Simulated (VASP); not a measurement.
Crystal: CsSnBr3.

```xyz
5
Lattice="5.8953 0.0000 0.0000 0.0000 5.8953 0.0000 0.0000 0.0000 5.8953" Properties=species:S:1:pos:R:3 pbc="T T T"
Cs    0.0000    0.0000    0.0000
Sn    2.9476    2.9476    2.9476
Br    2.9476    0.0000    2.9476
Br    2.9476    2.9476    0.0000
Br    0.0000    2.9476    2.9476
```

| Quantity | Value |
| --- | --- |
| Program | VASP 6.6.1 |
| Task | relaxation of cell and atoms |
| Functional | LDA |
| Potentials or basis | VASP PAW LDA potentials, release 64 (Cs_sv, Sn_d, Br) |
| Cutoff | 500 eV |
| k mesh | 6 × 6 × 6 |
| Occupations | gaussian, width 0.02 eV |
| Spin | no spin polarisation |

At the start: pressure -2.3 GPa; volume 40.98 Å³/atom.

Problem. Where does the relaxation end?

Solution. Over 4 steps the energy falls by 36.6 meV/atom and the volume is 36.41 Å³/atom (-11.2 %); space group Pm-3m (No. 221, to 0.1 Å) before and after.

The path:
| step | energy change (eV) | largest force (eV/Å) | pressure (GPa) | volume (Å³) |
| --- | --- | --- | --- | --- |
| 1 | 0.0000 | 0.0000 | -2.34 | 204.89 |
| 2 | -0.1706 | 0.0000 | -0.70 | 187.66 |
| 3 | -0.1829 | 0.0000 | -0.08 | 182.67 |
| 4 | -0.1830 | 0.0000 | 0.01 | 182.03 |

Final structure:
```cif
data_structure
_symmetry_space_group_name_H-M 'P 1'
_symmetry_Int_Tables_number 1
_cell_length_a 5.6673
_cell_length_b 5.6673
_cell_length_c 5.6673
_cell_angle_alpha 90.000
_cell_angle_beta 90.000
_cell_angle_gamma 90.000
_cell_volume 182.03
loop_
_atom_site_label
_atom_site_type_symbol
_atom_site_fract_x
_atom_site_fract_y
_atom_site_fract_z
_atom_site_occupancy
Cs1 Cs 0.00000 0.00000 0.00000 1
Sn1 Sn 0.50000 0.50000 0.50000 1
Br1 Br 0.50000 0.00000 0.50000 1
Br2 Br 0.50000 0.50000 0.00000 1
Br3 Br 0.00000 0.50000 0.50000 1
```
